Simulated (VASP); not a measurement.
# ScAl3 (km) (Pm-3m) in VASP: single point with PBEsol

Aim: the single point of ScAl3 (km) with PBEsol.

Program: VASP 6.6.1. These are calculated values, not measurements. Logs are shortened: lines on timing, memory, paths and dates and some standing lists are left out, and cuts for length are marked.

### 1 The cell of the first run

The structure is cubic, space group Pm-3m (No. 221). The conventional cell has a = 4.071 Å, b = 4.071 Å, c = 4.071 Å, α = 90.00°, β = 90.00°, γ = 90.00°. Within 3.8 Å of Sc (site symmetry m-3m) lie 12 Al at 2.88 Å. Al (site symmetry 4/mmm) has 4 Sc at 2.88 Å and 8 Al at 2.88 Å within 3.8 Å.

### 2 Single point, PBEsol

Contents of INCAR:

```
SYSTEM = ScAl3
PREC = Accurate ; ENCUT = 500
EDIFF = 1E-6 ; ISMEAR = 0
SIGMA = 0.1 ; LREAL = .FALSE.
LASPH = .TRUE. ; NELM = 120
ALGO = Normal ; ISIF = 2
LWAVE = .FALSE. ; LCHARG = .FALSE.
GGA = PS ; NBANDS = 18
GGA_COMPAT = .FALSE.
```

Contents of KPOINTS:

```
Automatic mesh
0
G
  4 4 4
  0 0 0
```

Contents of POSCAR:

```
ScAl3
1.0
    4.0712516507      0.0000000000      0.0000000000
    0.0000000000      4.0712516507      0.0000000000
    0.0000000000      0.0000000000      4.0712516507
Sc Al
1 3
Direct
    0.0000000000      0.0000000000      0.0000000000
    0.5000000000      0.0000000000      0.5000000000
    0.0000000000      0.5000000000      0.5000000000
    0.5000000000      0.5000000000      0.0000000000
```

Potentials or basis: VASP PAW PBE potentials, release 64 (Sc_sv, Al).

On the command line:

```
$ cat potpaw_PBE.64/Sc_sv/POTCAR potpaw_PBE.64/Al/POTCAR > POTCAR
$ mpirun -np 1 vasp_std > vasp.out
```

OUTCAR:

```text
SYSTEM = ScAl3
   PREC = Accurate
   ENCUT = 500
   EDIFF = 1E-6
   ISMEAR = 0
   LREAL = .FALSE.
   LASPH = .TRUE.
   NELM = 120
   ISIF = 2
   GGA = PS

 ion  position               nearest neighbor table
   1  0.000  0.000  0.000-   2 2.88   3 2.88   4 2.88   2 2.88   3 2.88   3 2.88   4 2.88   3 2.88
                             2 2.88   4 2.88   2 2.88   4 2.88
   2  0.500  0.000  0.500-   1 2.88   3 2.88   4 2.88   1 2.88   4 2.88   3 2.88   4 2.88   4 2.88
                             1 2.88   3 2.88   1 2.88   3 2.88
   3  0.000  0.500  0.500-   1 2.88   2 2.88   4 2.88   1 2.88   4 2.88   1 2.88   2 2.88   1 2.88
                             2 2.88   4 2.88   4 2.88   2 2.88
   4  0.500  0.500  0.000-   1 2.88   2 2.88   3 2.88   2 2.88   3 2.88   1 2.88   2 2.88   2 2.88
                             1 2.88   3 2.88   3 2.88   1 2.88

  LATTYP: Found a simple cubic cell.
 ALAT       =     4.0712516507

  Lattice vectors:

 A1 = (   4.0712516507,   0.0000000000,   0.0000000000)
 A2 = (   0.0000000000,   4.0712516507,   0.0000000000)
 A3 = (   0.0000000000,   0.0000000000,   4.0712516507)

Analysis of symmetry for initial positions (statically):
=====================================================================
 Subroutine PRICEL returns:
 Original cell was already a primitive cell.

 Routine SETGRP: Setting up the symmetry group for a
 simple cubic supercell.

 Subroutine GETGRP returns: Found 48 space group operations
 (whereof 48 operations were pure point group operations)
 out of a pool of 48 trial point group operations.

The static configuration has the point symmetry O_h .

Analysis of symmetry for dynamics (positions and initial velocities):
=====================================================================
 Subroutine PRICEL returns:
 Original cell was already a primitive cell.

 Routine SETGRP: Setting up the symmetry group for a
 simple cubic supercell.

 Subroutine GETGRP returns: Found 48 space group operations
 (whereof 48 operations were pure point group operations)
 out of a pool of 48 trial point group operations.

The dynamic configuration has the point symmetry O_h .

 Subroutine INISYM returns: Found 48 space group operations
 (whereof 48 operations are pure point group operations),
 and found     1 'primitive' translations

----------------------------------------------------------------------------------------

                                     Primitive cell

  volume of cell :      67.4814

  direct lattice vectors                    reciprocal lattice vectors
     4.071251651  0.000000000  0.000000000     0.245624709  0.000000000  0.000000000
     0.000000000  4.071251651  0.000000000     0.000000000  0.245624709  0.000000000
     0.000000000  0.000000000  4.071251651     0.000000000  0.000000000  0.245624709

  length of vectors
     4.071251651  4.071251651  4.071251651     0.245624709  0.245624709  0.245624709

  position of ions in fractional coordinates (direct lattice)
     0.000000000  0.000000000  0.000000000
     0.500000000  0.000000000  0.500000000
     0.000000000  0.500000000  0.500000000
     0.500000000  0.500000000  0.000000000

  ion indices of the primitive-cell ions
   primitive index   ion index
                 1           1
                 2           2
                 3           3
                 4           4

----------------------------------------------------------------------------------------

 KPOINTS: Automatic mesh

Automatic generation of k-mesh.
 Grid dimensions read from file:
 generate k-points for:    4    4    4

 Generating k-lattice:

  Cartesian coordinates                     Fractional coordinates (reciprocal lattice)
     0.061406177  0.000000000  0.000000000     0.250000000  0.000000000  0.000000000
     0.000000000  0.061406177  0.000000000     0.000000000  0.250000000  0.000000000
     0.000000000  0.000000000  0.061406177     0.000000000  0.000000000  0.250000000

  Length of vectors
     0.061406177  0.061406177  0.061406177

  Shift w.r.t. Gamma in fractional coordinates (k-lattice)
     0.000000000  0.000000000  0.000000000

 Subroutine IBZKPT returns following result:
 ===========================================

 Found     10 irreducible k-points:

 Following reciprocal coordinates:
            Coordinates               Weight
  0.000000  0.000000  0.000000      1.000000
  0.250000  0.000000  0.000000      6.000000
  0.500000  0.000000  0.000000      3.000000
  0.250000  0.250000  0.000000     12.000000
  0.500000  0.250000  0.000000     12.000000
  0.500000  0.500000  0.000000      3.000000
  0.250000  0.250000  0.250000      8.000000
  0.500000  0.250000  0.250000     12.000000
  0.500000  0.500000  0.250000      6.000000
  0.500000  0.500000  0.500000      1.000000
   k-points           NKPTS =     10   k-points in BZ     NKDIM =     10   number of bands    NBANDS=     18
   number of dos      NEDOS =    301   number of ions     NIONS =      4
   total plane-waves  NPLWV =  27000
   dimension x,y,z NGX =    30 NGY =   30 NGZ =   30
   dimension x,y,z NGXF=    60 NGYF=   60 NGZF=   60
   ions per type =               1   3
   NGX,Y,Z   is equivalent  to a cutoff of  12.25, 12.25, 12.25 a.u.
   NGXF,Y,Z  is equivalent  to a cutoff of  24.50, 24.50, 24.50 a.u.
 SYSTEM =  ScAl3
   PREC   = accura    normal or accurate (medium, high low for compatibility)
   ISTART =      0    job   : 0-new  1-cont  2-samecut
   ICHARG =      2    charge: 1-file 2-atom 10-const
   ISPIN  =      1    spin polarized calculation?
   LNONCOLLINEAR =      F non collinear calculations
   LSORBIT =      F    spin-orbit coupling
   LASPH  =      T    aspherical Exc in radial PAW
   ENCUT  =  500.0 eV  36.75 Ry    6.06 a.u.   7.42  7.42  7.42*2*pi/ulx,y,z
   NELM   =    120;   NELMIN=  2; NELMDL= -5     # of ELM steps
   EDIFF  = 0.1E-05   stopping-criterion for ELM
   LREAL  =      F    real-space projection
   EDIFFG = 0.1E-04   stopping-criterion for IOM
   NSW    =      0    number of steps for IOM
   IBRION =     -1    ionic relax: 0-MD 1-quasi-New 2-CG
   NFREE  =      0    steps in history (QN), initial steepest desc. (CG)
   ISIF   =      2    stress and relaxation
   ISYM   =      2    0-nonsym 1-usesym 2-fastsym
   POTIM  = 0.5000    time-step for ionic-motion
   TEBEG  =    0.0;   TEEND  =   0.0 temperature during run
   PSTRESS=    0.0 pullay stress
   NELECT =      20.0000    total number of electrons
   NUPDOWN=      -1.0000    fix difference up-down
   EMIN   =  10.00;   EMAX   =-10.00  energy-range for DOS
   EFERMI =   0.00;   METHOD = LEGACY
   ISMEAR =     0;   SIGMA  =   0.10  broadening in eV -4-tet -1-fermi 0-gaus
   EFERMI_NEDOS =   21; number of points for ismear=-14 and -15
   IALGO  =     38    algorithm
   IMIX   =      4    mixing-type and parameters
     AMIX     =   0.40;   BMIX     =  1.00
     AMIX_MAG =   1.60;   BMIX_MAG =  1.00
  volume/ion in A,a.u.               =      16.87       113.85
  Fermi-wavevector in a.u.,A,eV,Ry     =   1.091500  2.062635 16.209589  1.191371
  Thomas-Fermi vector in A             =   2.227746
   LORBIT       =      0    0 simple, 1 ext, 2 COOP (PROOUT), +10 PAW based schemes
   GGA     = PS    functional components
   LHFCALC =     F    Hartree Fock is set to
   AEXX    =    0.0000 exact exchange contribution
   IVDW    =     0    specifies the selected vdW correction
   LEPSILON=     F    determine dielectric tensor
   LRPA    =     F    only Hartree local field effects (RPA)
 non-spin polarized calculation
 Gauss-broadening in eV      SIGMA  =   0.10
  energy-cutoff  :      500.00
  volume of cell :       67.48
 maximum number of plane-waves:      1747
 NGX is ok and might be reduce to    30
   NGX = 15   NGY = 15   NGZ = 15

 number of electron      19.9999997 magnetization

 Free energy of the ion-electron system (eV)
  ---------------------------------------------------
  ext. energy  EPLUGINS =         0.00000000
  ---------------------------------------------------
  free energy    TOTEN  =       -20.64346696 eV

  energy without entropy =      -20.62038332  energy(sigma->0) =      -20.63192514

 E-fermi :   7.3403     XC(G=0): -10.5470

 val. band max:        7.3378290076   @ k =   0.5000   0.2500   0.2500
 cond. band min:       7.3954759591   @ k =   0.2500   0.2500   0.0000
 fundamental gap:      0.0576469515
 Fermi energy:         7.3403209204

 k-point     1 :       0.0000    0.0000    0.0000
  band No.  band energies     occupation
      1     -41.3919      2.00000
      2     -20.1958      2.00000
      3     -20.1958      2.00000
      4     -20.1958      2.00000
      5      -2.7721      2.00000
      6       4.6666      2.00000
[... 10 lines left out ...]
     17      12.6738      0.00000
     18      12.6738      0.00000

 k-point     2 :       0.2500    0.0000    0.0000
  band No.  band energies     occupation
      1     -41.3912      2.00000
      2     -20.2135      2.00000
      3     -20.1944      2.00000
      4     -20.1944      2.00000
      5      -2.1970      2.00000
      6       2.1624      2.00000
[... 10 lines left out ...]
     17      12.3578      0.00000
     18      13.1475      0.00000

 k-point     3 :       0.5000    0.0000    0.0000
  band No.  band energies     occupation
      1     -41.3904      2.00000
      2     -20.2310      2.00000
      3     -20.1930      2.00000
      4     -20.1930      2.00000
      5      -0.8754      2.00000
      6      -0.0545      2.00000
[... 10 lines left out ...]
     17      11.4030      0.00000
     18      12.5960      0.00000

 k-point     4 :       0.2500    0.2500    0.0000
  band No.  band energies     occupation
      1     -41.3905      2.00000
      2     -20.2121      2.00000
      3     -20.2109      2.00000
      4     -20.1930      2.00000
      5      -1.6455      2.00000
      6       2.5315      2.00000
[... 81 lines left out ...]
      4     -20.2072      2.00000
      5       0.0421      2.00000
      6       1.0364      2.00000
[... 10 lines left out ...]
     17      12.8866      0.00000
     18      12.8991      0.00000

 k-point     9 :       0.5000    0.5000    0.2500
  band No.  band energies     occupation
      1     -41.3885      2.00000
      2     -20.2237      2.00000
      3     -20.2237      2.00000
      4     -20.2059      2.00000
      5       1.0582      2.00000
      6       1.9894      2.00000
[... 10 lines left out ...]
     17      11.3940      0.00000
     18      14.6255      0.00000

 k-point    10 :       0.5000    0.5000    0.5000
  band No.  band energies     occupation
      1     -41.3878      2.00000
      2     -20.2214      2.00000
      3     -20.2214      2.00000
      4     -20.2214      2.00000
      5       2.5021      2.00000
      6       2.5021      2.00000
[... 10 lines left out ...]
     17      11.4229      0.00000
     18      18.3518      0.00000

------------------------ aborting loop because EDIFF is reached ----------------------------------------

  FORCE on cell =-STRESS in cart. coord.  units (eV):
  Direction    XX          YY          ZZ          XY          YZ          ZX
  --------------------------------------------------------------------------------------
  -------------------------------------------------------------------------------------
  Total        0.1042294      0.1042294      0.1042294      0.0000000     -0.0000000      0.0000000
  in kB        2.4746672      2.4746672      2.4746672      0.0000000     -0.0000000      0.0000000
  external PRESSURE =       2.4746672 kB  Pullay stress =       0.0000000 kB

 VOLUME and BASIS-vectors are now :
 -----------------------------------------------------------------------------
  energy-cutoff  :      500.00
  volume of cell :       67.48
      direct lattice vectors                 reciprocal lattice vectors
     4.071251651  0.000000000  0.000000000     0.245624709  0.000000000  0.000000000
     0.000000000  4.071251651  0.000000000     0.000000000  0.245624709  0.000000000
     0.000000000  0.000000000  4.071251651     0.000000000  0.000000000  0.245624709

 POSITION                                       TOTAL-FORCE (eV/Angst)
 -----------------------------------------------------------------------------------
      0.00000      0.00000      0.00000         0.000000      0.000000      0.000000
      2.03563      0.00000      2.03563         0.000000      0.000000      0.000000
      0.00000      2.03563      2.03563         0.000000      0.000000      0.000000
      2.03563      2.03563      0.00000         0.000000      0.000000      0.000000
 -----------------------------------------------------------------------------------
    total drift:                               -0.000000     -0.000000      0.000000

  FREE ENERGIE OF THE ION-ELECTRON SYSTEM (eV)
  ---------------------------------------------------
  free  energy   TOTEN  =       -20.6434669624 eV

  energy  without entropy=      -20.6203833246  energy(sigma->0) =      -20.63192514
```

Wall time 24 s (1 thread of Intel Xeon 8259CL, shared host); peak memory 0.16 GiB.

What came out:

- Free energy: -20.6435 eV
- Pressure: 0.2 GPa
- Band gap on the k mesh: zero (band 10 reaches 8.26 eV, above the bottom of band 11 at 4.35 eV)

Levels at points of the mesh, in eV from the Fermi level:
| k point | band 8 | band 9 | band 10 | band 11 | band 12 | band 13 |
| --- | --- | --- | --- | --- | --- | --- |
| (0.00, 0.00, 0.00) | -1.83 | -1.83 | -1.83 | 1.20 | 1.27 | 1.27 |
| (0.50, 0.00, 0.00) | -1.76 | -1.55 | 0.92 | 1.00 | 1.00 | 1.32 |
| (0.50, 0.50, 0.00) | -4.43 | -0.58 | -0.58 | 1.19 | 1.35 | 2.06 |
| (0.50, 0.50, 0.50) | -4.53 | -2.99 | -2.99 | -2.99 | 0.91 | 2.60 |

Caveat: the k points lie up to 0.39 Å⁻¹ apart; the PAW data sets were made with another functional, which shifts forces and pressure a little.
